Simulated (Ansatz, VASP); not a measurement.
# GaSb: VASP beside Ansatz

INCAR

```
SYSTEM = GaSb
PREC = Accurate
ENCUT = 520
EDIFF = 1E-7
ISMEAR = 0
SIGMA = 0.15
LREAL = .FALSE.
LASPH = .TRUE.
NELM = 60
ALGO = Normal
ISIF = 2
LWAVE = .FALSE.
LCHARG = .FALSE.
GGA = PE
NBANDS = 16
```

Contents of KPOINTS:

```
Automatic mesh
0
G
  16 16 16
  0 0 0
```

The input POSCAR:

```
GaSb
1.0
    0.0000000000      3.1069206316      3.1069206316
    2.7962285684      0.0000000000      3.1069206316
    2.7962285684      3.1069206316      0.0000000000
Ga Sb
1 1
Direct
    0.0000000000      0.0000000000      0.0000000000
    0.7500000000      0.7500000000      0.7500000000
```

Input for Ansatz:

```yaml
crystal:
  lattice:
    - [0.0, 3.1069206316, 3.1069206316]
    - [2.7962285684, 0.0, 3.1069206316]
    - [2.7962285684, 3.1069206316, 0.0]
  atoms:
    - { symbol: Ga, position: [0.0, 0.0, 0.0] }
    - { symbol: Sb, position: [0.75, 0.75, 0.75] }
basis:
  ecutwfc: 420
kpoints:
  mp_grid: { grid: [16, 16, 16] }
hamiltonian:
  xc: pbe
scf:
  occupations: { method: gaussian, width: 0.15 }
output:
  forces: true
  stress: true
  eigenvalues: true
```

Change from the starting cell: strain -0.1000 x Voigt [1, 0, 0, 0, 0, 0], atoms carried along.

Alike in both runs: task single point; functional PBE; k mesh 16 × 16 × 16; occupations gaussian, width 0.15 eV; no spin polarisation.

```csv
,VASP,Ansatz
version,VASP 6.6.1,Ansatz 0.2.0
potentials or method,"VASP PAW PBE potentials, release 64 (Ga_d, Sb), cutoff 520 eV","scalar-relativistic, plane waves, PAW"
valence electrons in the cell,18,28
```

Ansatz gave:

```
gap on the k mesh at the Fermi level (eV)                     : none
pressure (GPa)                                                : 5.9
traceless stress, the component that is largest in VASP (GPa) : 2.29
```

**Question.** Which values does VASP return?

**Answer.** gap on the k mesh at the Fermi level (eV): none; pressure (GPa): 6.0; traceless stress, the component that is largest in VASP (GPa): 2.28.

A gap of «none» marks a metal or a gap that the smearing closes. The functional is the same, so the differences come from potentials, cutoffs and numerics. VASP's potentials hold 18 valence electrons a cell and Ansatz's 28, so a difference there can come from the potentials and not from the codes.

Neither program's run includes spin-orbit coupling.
